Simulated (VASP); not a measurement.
Cr3O: single point with PBE

Crystal: Cr3O.

```
Cr O
1.0
     5.04363    0.00000    0.00000
    -2.52182    4.36791    0.00000
     0.00000    0.00000    3.95453
Cr O
6 2
Direct
  0.84147 0.68294 0.25000
  0.15853 0.84147 0.75000
  0.31706 0.15853 0.25000
  0.15853 0.31706 0.75000
  0.84147 0.15853 0.25000
  0.68294 0.84147 0.75000
  0.33333 0.66667 0.25000
  0.66667 0.33333 0.75000
```

| Property | Result |
| --- | --- |
| Program | VASP 6.6.1 |
| Task | single point |
| Functional | PBE |
| Potentials or basis | VASP PAW PBE potentials, release 64 (Cr_pv, O) |
| Cutoff | 520 eV |
| k mesh | 6 × 6 × 4 |
| Occupations | gaussian, width 0.1 eV |
| Spin | no spin polarisation |

| Item | Value |
| --- | --- |
| Pressure | -0.4 GPa |
| Largest force | 0.031 eV/Å |
| Band gap on the k mesh | zero (band 42 reaches 10.48 eV, above the bottom of band 43 at 9.71 eV) |

Forces on the atoms (eV/Å):
```
Cr   0.000 -0.031  0.000
Cr   0.027 -0.015  0.000
Cr   0.027  0.015  0.000
Cr   0.000  0.031  0.000
Cr  -0.027  0.015  0.000
Cr  -0.027 -0.015  0.000
O    0.000  0.000  0.000
O    0.000  0.000  0.000
```

Stress tensor (GPa, compression positive):
```
-0.40  0.00  0.00
 0.00 -0.40  0.00
 0.00  0.00 -0.54
```

Levels at points of the mesh, in eV from the Fermi level:
```csv
k point,band 38,band 39,band 40,band 41,band 42,band 43,band 44,band 45,band 46,band 47
"(0.00, 0.00, 0.00)",-1.48,-1.06,-1.06,-0.63,-0.14,-0.14,0.72,0.72,0.84,0.84
"(0.50, 0.00, 0.00)",-1.11,-1.09,-0.96,-0.88,-0.62,-0.19,0.30,0.45,0.46,0.55
"(0.00, 0.00, 0.50)",-2.21,-1.36,-1.36,0.19,0.19,0.19,0.19,0.26,0.26,1.24
"(0.50, 0.00, 0.50)",-1.40,-0.66,-0.66,-0.24,-0.24,0.29,0.29,0.33,0.33,0.55
```

Wall time 2.3 min on 1 thread of Oxide Virtual Turin-like Processor, on a shared host, peak memory 0.21 GiB.

Caveat: the k points lie up to 0.40 Å⁻¹ apart; the run has no spin polarisation, though such a crystal can be magnetic. With open d or f shells a metallic result of PBE can be an artefact of self-interaction; +U or a hybrid may open a gap.
